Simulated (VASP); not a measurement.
# MgF2 (P4_2/mnm) in VASP: dielectric tensor with r2SCAN

Aim: the dielectric tensor of MgF2 with r2SCAN.

Everything below comes from runs of VASP 6.6.1. Logs are shortened: lines on timing, memory, paths and dates and some standing lists are left out, and cuts for length are marked.

## (1) The cell of the first run

Symmetry: P4_2/mnm, No. 136, tetragonal system. Conventional cell: a = 4.622 Å, b = 4.622 Å, c = 3.046 Å, α = 90.00°, β = 90.00°, γ = 90.00°. Mg (site symmetry mmm) has 6 F at 1.98 to 1.99 Å within 2.6 Å. Within 2.6 Å of F (site symmetry m2m) lie 3 Mg at 1.98 to 1.99 Å and 1 F at 2.58 Å.

## (2) Dielectric tensor, r2SCAN

INCAR

```
  ALGO = Normal
  EDIFF = 1E-8
  ENCUT = 580
  GGA_COMPAT = F
  ISIF = 2
  ISMEAR = 0
  LASPH = T
  LCALCEPS = T
  LCHARG = F
  LMIXTAU = T
  LREAL = F
  LWAVE = F
  METAGGA = R2SCAN
  NELM = 120
  PREC = Accurate
  SIGMA = 0.01
```

KPOINTS

```
k-points
0
Gamma
  4 4 8
```

POSCAR

```
MgF2
1.0
    4.6220159946      0.0000000000      0.0000000000
    0.0000000000      4.6220159946      0.0000000000
    0.0000000000      0.0000000000      3.0461117595
Mg F
2 4
Direct
    0.0000000000      0.0000000000      0.0000000000
    0.5000000000      0.5000000000      0.5000000000
    0.3029505751      0.3029505751      0.0000000000
    0.1970494249      0.8029505751      0.5000000000
    0.8029505751      0.1970494249      0.5000000000
    0.6970494249      0.6970494249      0.0000000000
```

Potentials or basis: VASP PAW PBE potentials, release 64 (Mg, F).

Launch:

```
$ cat potpaw_PBE.64/Mg/POTCAR potpaw_PBE.64/F/POTCAR > POTCAR
$ mpirun -np 1 vasp_std > vasp.out
```

OUTCAR:

```text
EDIFF = 1E-8
   ENCUT = 580
   ISIF = 2
   ISMEAR = 0
   LASPH = T
   LREAL = F
   METAGGA = R2SCAN
   NELM = 120
   PREC = Accurate

 ion  position               nearest neighbor table
   1  0.000  0.000  0.000-   3 1.98   6 1.98   5 1.99   4 1.99   4 1.99   5 1.99   2 3.61   2 3.61
                             2 3.61   2 3.61   2 3.61   2 3.61   2 3.61   2 3.61
   2  0.500  0.500  0.500-   4 1.98   5 1.98   3 1.99   6 1.99   3 1.99   6 1.99   1 3.61   1 3.61
                             1 3.61   1 3.61   1 3.61   1 3.61   1 3.61   1 3.61
   3  0.303  0.303  0.000-   1 1.98   2 1.99   2 1.99
   4  0.197  0.803  0.500-   2 1.98   1 1.99   1 1.99
   5  0.803  0.197  0.500-   2 1.98   1 1.99   1 1.99
   6  0.697  0.697  0.000-   1 1.98   2 1.99   2 1.99

  LATTYP: Found a simple tetragonal cell.
 ALAT       =     4.6220159946
 C/A-ratio  =     0.6590439676

  Lattice vectors:

 A1 = (   4.6220159946,   0.0000000000,   0.0000000000)
 A2 = (   0.0000000000,   4.6220159946,   0.0000000000)
 A3 = (   0.0000000000,   0.0000000000,   3.0461117595)

Analysis of symmetry for initial positions (statically):
=====================================================================
 Subroutine PRICEL returns:
 Original cell was already a primitive cell.

 Routine SETGRP: Setting up the symmetry group for a
 simple tetragonal supercell.

 Subroutine GETGRP returns: Found 16 space group operations
 (whereof  8 operations were pure point group operations)
 out of a pool of 16 trial point group operations.

The static configuration has the point symmetry D_2h.
 The point group associated with its full space group is D_4h.

Analysis of symmetry for dynamics (positions and initial velocities):
=====================================================================
 Subroutine PRICEL returns:
 Original cell was already a primitive cell.

 Routine SETGRP: Setting up the symmetry group for a
 simple tetragonal supercell.

 Subroutine GETGRP returns: Found 16 space group operations
 (whereof  8 operations were pure point group operations)
 out of a pool of 16 trial point group operations.

The dynamic configuration has the point symmetry D_2h.
 The point group associated with its full space group is D_4h.

 Subroutine INISYM returns: Found 16 space group operations
 (whereof  8 operations are pure point group operations),
 and found     1 'primitive' translations

----------------------------------------------------------------------------------------

                                     Primitive cell

  volume of cell :      65.0742

  direct lattice vectors                    reciprocal lattice vectors
     4.622015995  0.000000000  0.000000000     0.216355807  0.000000000  0.000000000
     0.000000000  4.622015995  0.000000000     0.000000000  0.216355807  0.000000000
     0.000000000  0.000000000  3.046111760     0.000000000  0.000000000  0.328287364

  length of vectors
     4.622015995  4.622015995  3.046111760     0.216355807  0.216355807  0.328287364

  position of ions in fractional coordinates (direct lattice)
     0.000000000  0.000000000  0.000000000
     0.500000000  0.500000000  0.500000000
     0.302950575  0.302950575  0.000000000
     0.197049425  0.802950575  0.500000000
     0.802950575  0.197049425  0.500000000
     0.697049425  0.697049425  0.000000000

  ion indices of the primitive-cell ions
   primitive index   ion index
                 1           1
                 2           2
                 3           3
                 4           4
                 5           5
                 6           6

----------------------------------------------------------------------------------------

 KPOINTS: k-points

Automatic generation of k-mesh.
 Grid dimensions read from file:
 generate k-points for:    4    4    8

[... 59 lines left out ...]
   LSORBIT =      F    spin-orbit coupling
   LASPH  =      T    aspherical Exc in radial PAW
   ENCUT  =  580.0 eV  42.63 Ry    6.53 a.u.   9.08  9.08  5.98*2*pi/ulx,y,z
   NELM   =    120;   NELMIN=  2; NELMDL= -5     # of ELM steps
   EDIFF  = 0.1E-07   stopping-criterion for ELM
   LREAL  =      F    real-space projection
   EDIFFG = 0.1E-06   stopping-criterion for IOM
   NSW    =      0    number of steps for IOM
   IBRION =     -1    ionic relax: 0-MD 1-quasi-New 2-CG
   NFREE  =      0    steps in history (QN), initial steepest desc. (CG)
   ISIF   =      2    stress and relaxation
   ISYM   =      2    0-nonsym 1-usesym 2-fastsym
   POTIM  = 0.5000    time-step for ionic-motion
   TEBEG  =    0.0;   TEEND  =   0.0 temperature during run
   PSTRESS=    0.0 pullay stress
   NELECT =      32.0000    total number of electrons
   NUPDOWN=      -1.0000    fix difference up-down
   EMIN   =  10.00;   EMAX   =-10.00  energy-range for DOS
   EFERMI =   0.00;   METHOD = LEGACY
   ISMEAR =     0;   SIGMA  =   0.01  broadening in eV -4-tet -1-fermi 0-gaus
   EFERMI_NEDOS =   21; number of points for ismear=-14 and -15
   IALGO  =     38    algorithm
   IMIX   =      4    mixing-type and parameters
     AMIX     =   0.40;   BMIX     =  1.00
     AMIX_MAG =   1.60;   BMIX_MAG =  1.00
  volume/ion in A,a.u.               =      10.85        73.19
  Fermi-wavevector in a.u.,A,eV,Ry     =   1.292177  2.441860 22.717929  1.669721
  Thomas-Fermi vector in A             =   2.423901
   LORBIT       =      0    0 simple, 1 ext, 2 COOP (PROOUT), +10 PAW based schemes
   METAGGA = R2SCAN    functional components
   LHFCALC =     F    Hartree Fock is set to
   AEXX    =    0.0000 exact exchange contribution
   IVDW    =     0    specifies the selected vdW correction
   LEPSILON=     F    determine dielectric tensor
   LRPA    =     F    only Hartree local field effects (RPA)
   LRPA       =     F
 non-spin polarized calculation
 Gauss-broadening in eV      SIGMA  =   0.01
  energy-cutoff  :      580.00
  volume of cell :       65.07
 maximum number of plane-waves:      2086
   NGX = 19   NGY = 19   NGZ = 11

 Total electronic dipole moment: p[elc]=(    -0.00000     0.00000    -0.00000 ) |e| Angst

 number of electron      32.0000031 magnetization

 Free energy of the ion-electron system (eV)
  ---------------------------------------------------
  ext. energy  EPLUGINS =         0.00000000
  ---------------------------------------------------
  free energy    TOTEN  =       -43.84557979 eV

  energy without entropy =      -43.84557979  energy(sigma->0) =      -43.84557979

 E-fermi :  -1.7736     XC(G=0): -10.2581

 val. band max:       -1.8446653765   @ k =   0.0000   0.0000   0.0000
 cond. band min:   10000.0000000000   @ k =   0.0000   0.0000   0.0000
 fundamental gap:  10001.8446653765
 Fermi energy:        -1.7735734657

 k-point     1 :       0.0000    0.0000    0.0000
  band No.  band energies     occupation
      1     -23.7191      2.00000
      2     -22.9365      2.00000
      3     -22.9365      2.00000
      4     -22.8463      2.00000
      5      -5.8953      2.00000
      6      -4.3628      2.00000
[... 541 lines left out ...]
     19   10000.0000      0.00000
     20   10000.0000      0.00000

 [... further k-points ...]

------------------------ aborting loop because EDIFF is reached ----------------------------------------

            Ionic dipole moment: p[ion]=(    -4.62202    -4.62202   -24.36889 ) |e| Angst

 Total electronic dipole moment: p[elc]=(    -0.00000     0.00000     0.00334 ) |e| Angst

 MACROSCOPIC STATIC DIELECTRIC TENSOR (including local field effects)
 ------------------------------------------------------
           1.898831     0.000000     0.000000
           0.000000     1.898831     0.000000
           0.000000     0.000000     1.928901
 ------------------------------------------------------

 PIEZOELECTRIC TENSOR (including local field effects) (e Angst)
          XX          YY          ZZ          XY          YZ          ZX
  --------------------------------------------------------------------------------
  x     0.00000     0.00000     0.00000     0.00000     0.00000     0.00000
  y     0.00000     0.00000     0.00000     0.00000     0.00000     0.00000
  z     0.00000     0.00000     0.00000     0.00000     0.00000     0.00000

 PIEZOELECTRIC TENSOR (including local field effects) (C/m^2)
          XX          YY          ZZ          XY          YZ          ZX
  --------------------------------------------------------------------------------
  x     0.00000     0.00000     0.00000     0.00000     0.00000     0.00000
  y     0.00000     0.00000     0.00000     0.00000     0.00000     0.00000
  z     0.00000     0.00000     0.00000     0.00000     0.00000     0.00000

 BORN EFFECTIVE CHARGES (including local field effects) (in |e|, cummulative output)
 ---------------------------------------------------------------------------------
 ion    1
    1     1.96808     0.03618     0.00000
    2     0.03618     1.96808     0.00000
    3     0.00000     0.00000     2.05718
 ion    2
    1     1.96808    -0.03618     0.00000
    2    -0.03618     1.96808     0.00000
    3     0.00000     0.00000     2.05718
 ion    3
    1    -0.98404    -0.19781     0.00000
    2    -0.19781    -0.98404     0.00000
    3     0.00000     0.00000    -1.02859
 ion    4
    1    -0.98404     0.19781     0.00000
    2     0.19781    -0.98404     0.00000
    3     0.00000     0.00000    -1.02859
 ion    5
    1    -0.98404     0.19781     0.00000
    2     0.19781    -0.98404     0.00000
    3     0.00000     0.00000    -1.02859
 ion    6
    1    -0.98404    -0.19781     0.00000
    2    -0.19781    -0.98404     0.00000
    3     0.00000     0.00000    -1.02859

  FORCE on cell =-STRESS in cart. coord.  units (eV):
  Direction    XX          YY          ZZ          XY          YZ          ZX
  --------------------------------------------------------------------------------------
  -------------------------------------------------------------------------------------
  Total       -0.5113451     -0.5113451     -0.5647065     -0.0000000      0.0000000      0.0000000
  in kB      -12.5897157    -12.5897157    -13.9035165     -0.0000000      0.0000000      0.0000000
  external PRESSURE =     -13.0276493 kB  Pullay stress =       0.0000000 kB

 VOLUME and BASIS-vectors are now :
 -----------------------------------------------------------------------------
  energy-cutoff  :      580.00
  volume of cell :       65.07
      direct lattice vectors                 reciprocal lattice vectors
     4.622015995  0.000000000  0.000000000     0.216355807  0.000000000  0.000000000
     0.000000000  4.622015995  0.000000000     0.000000000  0.216355807  0.000000000
     0.000000000  0.000000000  3.046111760     0.000000000  0.000000000  0.328287364

 POSITION                                       TOTAL-FORCE (eV/Angst)
 -----------------------------------------------------------------------------------
      0.00000      0.00000      0.00000         0.000000      0.000000      0.000000
      2.31101      2.31101      1.52306         0.000000      0.000000      0.000000
      1.40024      1.40024      0.00000         0.005286      0.005286     -0.000000
      0.91077      3.71125      1.52306        -0.005286      0.005286      0.000000
      3.71125      0.91077      1.52306         0.005286     -0.005286      0.000000
      3.22177      3.22177      0.00000        -0.005286     -0.005286      0.000000
 -----------------------------------------------------------------------------------
    total drift:                                0.000000     -0.000000     -0.000000

  FREE ENERGIE OF THE ION-ELECTRON SYSTEM (eV)
  ---------------------------------------------------
  free  energy   TOTEN  =       -43.8455797915 eV

  energy  without entropy=      -43.8455797915  energy(sigma->0) =      -43.84557979
```

Wall time 19 min (1 thread of AMD EPYC 9R45 (Zen 5), shared host); peak memory 0.38 GiB.

What came out:

| Property | Result |
| --- | --- |
| Band gap on the k mesh | 8.03 eV |
| Electronic dielectric tensor (diagonal) | 1.90, 1.90, 1.93 |
| Born charges (mean of the diagonal) | Mg +2.00; F -1.00 e |

Electronic dielectric tensor:
```
1.90 0.00 0.00
0.00 1.90 0.00
0.00 0.00 1.93
```

Born effective charge tensors (e):
atom 1, Mg
```
1.97 0.04 0.00
0.04 1.97 0.00
0.00 0.00 2.06
```
atom 2, Mg
```
 1.97 -0.04  0.00
-0.04  1.97  0.00
 0.00  0.00  2.06
```
atom 3, F
```
-0.98 -0.20  0.00
-0.20 -0.98  0.00
 0.00  0.00 -1.03
```
atom 4, F
```
-0.98  0.20  0.00
 0.20 -0.98  0.00
 0.00  0.00 -1.03
```
atom 5, F
```
-0.98  0.20  0.00
 0.20 -0.98  0.00
 0.00  0.00 -1.03
```
atom 6, F
```
-0.98 -0.20  0.00
-0.20 -0.98  0.00
 0.00  0.00 -1.03
```

Dipole moments of the cell (e·Å, modulo the quantum): ionic -4.622, -4.622, -24.369; electronic 0.000, 0.000, 0.003

Caveat: the structure was generated, so it needn't be the stable form of MgF2; the PAW data sets were made with another functional, which shifts forces and pressure a little. A k mesh can miss the band edges.

The gap in the log of VASP goes by the Fermi energy; the results here count the filled bands.